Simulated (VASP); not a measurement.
Write the native input for VASP 6.6.1 that does the following.

* Task: single point
* Functional: PBEsol
* Potentials or basis: VASP PAW PBE potentials, release 64 (Ti_sv, Al)
* Cutoff: 520 eV
* k mesh: 12 × 12 × 12
* Occupations: gaussian, width 0.15 eV
* Spin: collinear spin, ferromagnetic start
* Starting moments: [0.5, 0.5, 0.5, 0.0] μB
* Fixed moment: 1.5 μB
* Dipole correction: no
* Further INCAR settings: ALGO = Normal; EDIFF = 1e-06; NBANDS = 32

The structure of Ti3Al lies in POSCAR:

```
Ti3Al
1.0
    0.0000000000      3.1231701287      3.1231701287
    3.1231701287      0.0000000000      3.1231701287
    3.1231701287      3.1231701287      0.0000000000
Ti Al
3 1
Direct
    0.7500000000      0.7500000000      0.7500000000
    0.2500000000      0.2500000000      0.2500000000
    0.0000000000      0.0000000000      0.0000000000
    0.5000000000      0.5000000000      0.5000000000
```

One way to write it, as run:

INCAR

```
SYSTEM = Ti3Al
  PREC = Accurate
  ENCUT = 520
  EDIFF = 1E-6
  ISMEAR = 0
  SIGMA = 0.15
  LREAL = .FALSE.
  LASPH = .TRUE.
  NELM = 150
  ALGO = Normal
  ISIF = 2
  LWAVE = .FALSE.
  LCHARG = .FALSE.
  ISPIN = 2
  MAGMOM = 0.5 0.5 0.5 0
  LORBIT = 11
  NUPDOWN = 1.5
  LMAXMIX = 4
  GGA = PS
  NBANDS = 32
```

KPOINTS

```
Automatic mesh
0
G
  12 12 12
  0 0 0
```

Potentials or basis: VASP PAW PBE potentials, release 64 (Ti_sv, Al).

Launch:

```sh
$ cat potpaw_PBE.64/Ti_sv/POTCAR potpaw_PBE.64/Al/POTCAR > POTCAR
$ mpirun -np 1 vasp_std > vasp.out
```

Results of the run:

```
Pressure                                              : 8.5 GPa
Net moment                                            : 1.50 μB per cell
Site moments                                          : Ti +0.18, +0.79; Al -0.01 μB
Valence electrons inside the program's atomic spheres : Ti 10.37, 10.45; Al 0.87
```

Caveat: the PAW data sets were made with another functional, which shifts forces and pressure a little; the total moment is fixed, so each spin has its own Fermi level.

It took 9.3 min on 1 thread of Oxide Virtual Turin-like Processor (shared host), peak memory 0.34 GiB.
